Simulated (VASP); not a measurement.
Set up this calculation in VASP 6.6.1, as the native input.

- Task: relaxation of cell and atoms
- Functional: r2SCAN
- Potentials or basis: VASP PAW PBE potentials, release 64 (Al, P)
- Cutoff: 550 eV
- k mesh: 8 × 8 × 8
- Occupations: gaussian, width 0.02 eV
- Spin: no spin polarisation
- Dipole correction: no
- Further INCAR settings: ALGO = Normal; EDIFF = 1e-07; IBRION = 2; EDIFFG = -0.002; NSW = 100; ISIF = 3

Crystal: AlP.

```xyz
2
Lattice="0.0000 2.7320 2.7320 2.7320 0.0000 2.7320 2.7320 2.7320 0.0000" Properties=species:S:1:pos:R:3 pbc="T T T"
Al    0.0000    0.0000    0.0000
P     1.3660    1.3660    1.3660
```

These files were run (other wordings do the same):

POSCAR

```
AlP
1.0
    0.0000000000      2.7320000000      2.7320000000
    2.7320000000      0.0000000000      2.7320000000
    2.7320000000      2.7320000000      0.0000000000
Al P
1 1
Direct
    0.0000000000      0.0000000000      0.0000000000
    0.2500000000      0.2500000000      0.2500000000
```

INCAR.step1

```
SYSTEM = AlP
  PREC = Accurate
  ENCUT = 550
  ISMEAR = 0
  SIGMA = 0.02
  LREAL = .FALSE.
  LASPH = .TRUE.
  NELM = 120
  GGA = PE
  ALGO = Normal
  EDIFF = 1E-5
  LWAVE = .TRUE.
  LCHARG = .FALSE.
  GGA_COMPAT = .FALSE.
  IBRION = 2
  ISIF = 3
  EDIFFG = -0.005
  NELMIN = 4
  NSW = 100
```

INCAR.step2

```
SYSTEM = AlP
  PREC = Accurate
  ENCUT = 550
  EDIFF = 1E-7
  ISMEAR = 0
  SIGMA = 0.02
  LREAL = .FALSE.
  LASPH = .TRUE.
  NELM = 120
  ALGO = Normal
  ISIF = 3
  LWAVE = .FALSE.
  LCHARG = .FALSE.
  METAGGA = R2SCAN
  LMIXTAU = .TRUE.
  IBRION = 2
  NSW = 100
  EDIFFG = -0.002
  ISTART = 1
  GGA_COMPAT = .FALSE.
  NELMIN = 4
```

KPOINTS

```
Automatic mesh
0
G
  8 8 8
  0 0 0
```

Potentials or basis: VASP PAW PBE potentials, release 64 (Al, P).

Command:

```sh
$ cat potpaw_PBE.64/Al/POTCAR potpaw_PBE.64/P/POTCAR > POTCAR
$ cp INCAR.step1 INCAR
$ mpirun -np 1 vasp_std > vasp.out
$ cp INCAR.step2 INCAR
$ mpirun -np 1 vasp_std > vasp.out
```

Results of the run:

```
Relaxed volume                        : 20.49 Å³/atom
Relaxed cell                          : a = 3.870 Å, b = 3.870 Å, c = 3.870 Å, α = 60.00°, β = 60.00°, γ = 60.00°
Space group after relaxing (to 0.1 Å) : F-43m (No. 216)
Energy gained by relaxing             : 0.1 meV/atom
Ionic steps                           : 4
Pressure after relaxing               : 0.0 GPa
Band gap on the k mesh                : 1.92 eV (least direct gap 3.94 eV)
```

Caveat: the PAW data sets were made with another functional, which shifts forces and pressure a little.

Run time: 110 s on 1 thread of Intel(R) Xeon(R) Platinum 8375C CPU @ 2.90GHz (Ice Lake), on a shared host, peak memory 0.17 GiB.
